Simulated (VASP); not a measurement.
The system is WF3.

```
W F
1.0
     0.00000    4.08541    4.08541
     4.08541    0.00000    4.08541
     4.08541    4.08541    0.00000
W F
2 6
Direct
  0.50000 0.50000 0.50000
  0.00000 0.00000 0.00000
  0.72819 0.27181 0.72819
  0.27181 0.27181 0.72819
  0.27181 0.72819 0.27181
  0.27181 0.72819 0.72819
  0.72819 0.27181 0.27181
  0.72819 0.72819 0.27181
```

The cell was generated, and may not be a known phase.

```yaml
Program: VASP 6.6.1
Task: relaxation of cell and atoms
Functional: PBE
Potentials_or_basis: VASP PAW PBE potentials, release 64 (W_sv, F)
Cutoff: 600 eV
k_mesh: 4 × 4 × 4
Occupations: gaussian, width 0.1 eV
Spin: collinear spin
Starting_moments: "[1.63, 1.63, 0.1, 0.1, 0.1, 0.1, 0.1, 0.1] μB"
```

At the start: pressure 10.6 GPa; volume 17.05 Å³/atom.

Question: How do energy, volume and symmetry change on relaxing?

Answer: Over 5 steps the energy falls by 241.6 meV/atom; space group Fm-3m (No. 225, to 0.1 Å) before, Pm-3m (No. 221, to 0.1 Å); moment 0.00 μB per cell.

The path:
```csv
step,energy change (eV),largest force (eV/Å),pressure (GPa),volume (Å³)
1,0.0000,4.0268,10.63,136.38
2,-0.9029,0.0881,-12.14,159.93
3,-1.4559,0.7588,-6.67,148.82
4,-1.9281,0.1471,-0.66,137.52
5,-1.9332,0.0380,0.26,136.36
```

Final structure:
```
W F
1.0
     0.00000    4.08530    4.08530
     4.08530    0.00000    4.08530
     4.08530    4.08530    0.00000
W F
2 6
Cartesian
  4.0853 4.0853 4.0853
  0.0000 0.0000 0.0000
  4.0853 6.1258 4.0853
  4.0853 4.0853 2.0448
  4.0853 2.0448 4.0853
  6.1258 4.0853 4.0853
  2.0448 4.0853 4.0853
  4.0853 4.0853 6.1258
```
